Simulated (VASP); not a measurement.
Write the native input for VASP 6.6.1 that does the following.

```yaml
Task: single point
Functional: PBEsol
Potentials_or_basis: VASP PAW PBE potentials, release 64 (Ti_sv, O)
Cutoff: 520 eV
k_mesh: 3 × 3 × 1
Occupations: gaussian, width 0.1 eV
Spin: no spin polarisation
Dipole_correction: no
Further_INCAR_settings: ALGO = Normal; EDIFF = 1e-06; NBANDS = 26
```

The structure of TiO lies in POSCAR:

```
TiO
1.0
    2.8516080131      0.0000000000      0.0000000000
   -1.4258040066      2.4695649810      0.0000000000
    0.0000000000      0.0000000000      5.5675030000
Ti O
2 2
Direct
    0.3333333333      0.6666666667      0.2500000000
    0.6666666667      0.3333333333      0.7500000000
    0.0000000000      0.0000000000      0.0000000000
    0.0000000000      0.0000000000      0.5000000000
```

These files were run (other wordings do the same):

INCAR

```
PREC = Accurate ; ENCUT = 520
EDIFF = 1E-6 ; ISMEAR = 0
SIGMA = 0.1 ; LREAL = F
LASPH = T ; NELM = 60
ALGO = Normal ; ISIF = 2
LWAVE = F ; LCHARG = F
GGA = PS ; NBANDS = 26
```

KPOINTS

```
regular mesh
0
Gamma
  3 3 1
```

Potentials or basis: VASP PAW PBE potentials, release 64 (Ti_sv, O).

Command:

```console
$ cat potpaw_PBE.64/Ti_sv/POTCAR potpaw_PBE.64/O/POTCAR > POTCAR
$ mpirun -np 1 vasp_std > vasp.out
```

Results of the run:

* Pressure: -7.2 GPa
* Band gap on the k mesh: zero (filled and empty bands touch)

Caveat: the k points lie up to 1.13 Å⁻¹ apart; the PAW data sets were made with another functional, which shifts forces and pressure a little; semilocal functionals often make such compounds metallic where correlation or magnetic order opens a gap, which also shifts bond lengths.

Run time: 6.3 s on 1 thread of AMD EPYC 7R13 Processor (Zen 3), on a shared host, peak memory 0.12 GiB.
